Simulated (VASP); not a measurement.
Write the native input for VASP 6.6.1 that does the following.

| Quantity | Value |
| --- | --- |
| Task | single point |
| Functional | PBE |
| Potentials or basis | VASP PAW PBE potentials, release 64 (Pb_d, O) |
| Cutoff | 520 eV |
| k mesh | 10 × 10 × 6 |
| Occupations | gaussian, width 0.05 eV |
| Spin | no spin polarisation |
| Dipole correction | no |
| Further INCAR settings | ALGO = Normal; EDIFF = 1e-06; NBANDS = 28 |

The structure of PbO lies in POSCAR:

```
PbO
1.0
    3.5899603640      0.0000000000      0.0000000000
   -1.7949801820      3.1089968738      0.0000000000
    0.0000000000      0.0000000000      6.3226833121
Pb O
2 2
Direct
    0.3333333333      0.6666666667      0.2500000000
    0.6666666667      0.3333333333      0.7500000000
    0.0000000000      0.0000000000      0.0000000000
    0.0000000000      0.0000000000      0.5000000000
```

These files were run (other wordings do the same):

INCAR

```
PREC = Accurate
ENCUT = 520
EDIFF = 1E-6
ISMEAR = 0
SIGMA = 0.05
LREAL = False
LASPH = True
NELM = 100
ALGO = Normal
ISIF = 2
LWAVE = False
LCHARG = False
GGA = PE
NBANDS = 28
```

KPOINTS

```
Automatic mesh
0
Gamma
  10 10 6
```

Potentials or basis: VASP PAW PBE potentials, release 64 (Pb_d, O).

The run is started by

```bash
$ cat potpaw_PBE.64/Pb_d/POTCAR potpaw_PBE.64/O/POTCAR > POTCAR
$ mpirun -np 1 vasp_std > vasp.out
```

It gave:

- Pressure: 1.7 GPa
- Band gap on the k mesh: 0.12 eV (least direct gap 0.13 eV)

Caveat: spin-orbit coupling is left out, which moves the levels of the heavy elements.

Run time: 2.1 min on 1 thread of Intel(R) Xeon(R) Platinum 8488C (Sapphire Rapids) (shared host), peak memory 0.24 GiB.
